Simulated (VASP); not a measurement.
Here is a VASP 6.6.1 calculation.

INCAR

```
  ALGO = Normal
  EDIFF = 1E-6
  ENCUT = 520
  ISIF = 2
  ISMEAR = 0
  LASPH = T
  LCHARG = F
  LREAL = F
  LWAVE = F
  NBANDS = 14
  NELM = 80
  PREC = Accurate
  SIGMA = 0.15
```

Contents of KPOINTS:

```
k-points
0
Gamma
  18 18 18
```

POSCAR

```
ZrB
1.0
    0.0000000000      2.6652868108      2.2217830855
    2.6652868108      0.0000000000      2.2217830855
    2.6652868108      2.6652868108      0.0000000000
Zr B
1 1
Direct
    0.0000000000      0.0000000000      0.0000000000
    0.5000000000      0.5000000000      0.5000000000
```

Potentials or basis: VASP PAW LDA potentials, release 64 (Zr_sv, B).

Command:

```bash
$ cat potpaw_LDA.64/Zr_sv/POTCAR potpaw_LDA.64/B/POTCAR > POTCAR
$ mpirun -np 1 vasp_std > vasp.out
```

Q: What does it give for the pressure?

A: -9.8 GPa.

Stress tensor (GPa, compression positive):
```
-22.63   0.00   0.00
  0.00 -22.63   0.00
  0.00   0.00  15.92
```
